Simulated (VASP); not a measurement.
InSb:

```
In Sb
1.0
     5.76483    0.00000    0.00000
     0.00000    5.76483    0.00000
     0.00000    0.00000    8.86412
In Sb
3 3
Direct
  0.50000 0.00000 0.00000
  0.00000 0.50000 0.00000
  0.50000 0.50000 0.00000
  0.00000 0.00000 0.81852
  0.00000 0.00000 0.18148
  0.00000 0.00000 0.50000
```

The cell was generated, and may not be a known phase.

```yaml
Program: VASP 6.6.1
Task: relaxation of cell and atoms
Functional: PBE
Potentials_or_basis: VASP PAW PBE potentials, release 64 (In_d, Sb)
Cutoff: 600 eV
k_mesh: 8 × 8 × 4
Occupations: gaussian, width 0.1 eV
Spin: no spin polarisation
```

At the start: pressure -0.5 GPa; volume 49.10 Å³/atom.

Where does the relaxation end?

Over 13 steps the energy falls by 6.6 meV/atom and the volume is 48.61 Å³/atom (-1.0 %); space group P4/mmm (No. 123, to 0.1 Å) before and after.

The path:
```csv
step,energy change (eV),largest force (eV/Å),pressure (GPa),volume (Å³)
1,0.0000,0.2206,-0.52,294.58
2,-0.0363,0.0608,0.18,287.82
3,-0.0372,0.0203,0.15,288.63
4,-0.0372,0.0146,0.14,288.75
5,-0.0389,0.0238,0.04,290.29
6,-0.0392,0.0280,0.02,290.96
7,-0.0392,0.0359,-0.05,292.29
8,-0.0393,0.0313,0.00,291.54
9,-0.0393,0.0324,-0.03,291.71
10,-0.0393,0.0318,-0.02,291.60
11,-0.0394,0.0201,0.00,291.51
12,-0.0395,0.0067,0.02,291.40
13,-0.0395,0.0092,-0.01,291.68
```

Final structure:
```
CELL_PARAMETERS angstrom
5.80390 0.00000 0.00000
0.00000 5.80390 0.00000
0.00000 0.00000 8.65910
ATOMIC_POSITIONS crystal
In 0.50000 0.00000 0.00000
In 0.00000 0.50000 0.00000
In 0.50000 0.50000 0.00000
Sb 0.00000 0.00000 0.81822
Sb 0.00000 0.00000 0.18178
Sb 0.00000 0.00000 0.50000
```
